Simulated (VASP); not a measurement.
**C: single point with revPBE**

Crystal: C.

```
C
1.0
     2.52954    0.00000    0.00000
    -1.26477    2.19065    0.00000
     0.00000    0.00000   12.47259
C
12
Direct
  0.66667 0.33333 0.35490
  0.33333 0.66667 0.85490
  0.66667 0.33333 0.14510
  0.33333 0.66667 0.64510
  0.66667 0.33333 0.47923
  0.33333 0.66667 0.97923
  0.66667 0.33333 0.02077
  0.33333 0.66667 0.52077
  0.00000 0.00000 0.81314
  0.00000 0.00000 0.31314
  0.00000 0.00000 0.68686
  0.00000 0.00000 0.18686
```

- Program: VASP 6.6.1
- Task: single point
- Functional: revPBE
- Potentials or basis: VASP PAW PBE potentials, release 64 (C)
- Cutoff: 520 eV
- k mesh: 12 × 12 × 3
- Occupations: fermi-dirac, width 0.05 eV
- Spin: no spin polarisation
- Dipole correction: no
- Further INCAR settings: ALGO = Normal; EDIFF = 1e-07; NBANDS = 36

```json
{"Pressure": "0.5 GPa", "Largest force": "0.005 eV/Å", "Band gap on the k mesh": "4.40 eV (least direct gap 5.35 eV)"}
```

Forces on the atoms (eV/Å):
```
C    0.000  0.000 -0.001
C    0.000  0.000 -0.001
C    0.000  0.000  0.001
C    0.000  0.000  0.001
C    0.000  0.000  0.000
C    0.000  0.000  0.000
C    0.000  0.000  0.000
C    0.000  0.000  0.000
C    0.000  0.000 -0.005
C    0.000  0.000 -0.005
C    0.000  0.000  0.005
C    0.000  0.000  0.005
```

Levels at points of the mesh, in eV from the valence-band top:
```
           k point  band 20  band 21  band 22  band 23  band 24  band 25  band 26  band 27  band 28  band 29
(0.00, 0.00, 0.00)    -0.97    -0.97    -0.14     0.00     0.00     5.35     5.35     5.48     6.43     6.43
(0.50, 0.00, 0.00)    -4.35    -4.02    -3.98    -3.57    -2.88     4.58     5.18     5.24     5.56     6.63
```

Run time: 120 s on 1 thread of Intel Xeon 8259CL (shared host), peak memory 0.21 GiB.

Caveat: the PAW data sets were made with another functional, which shifts forces and pressure a little; an odd mesh through Γ misses points on the zone boundary, where band edges can lie. revPBE gaps usually lie below the measured ones, often by a third to a half.
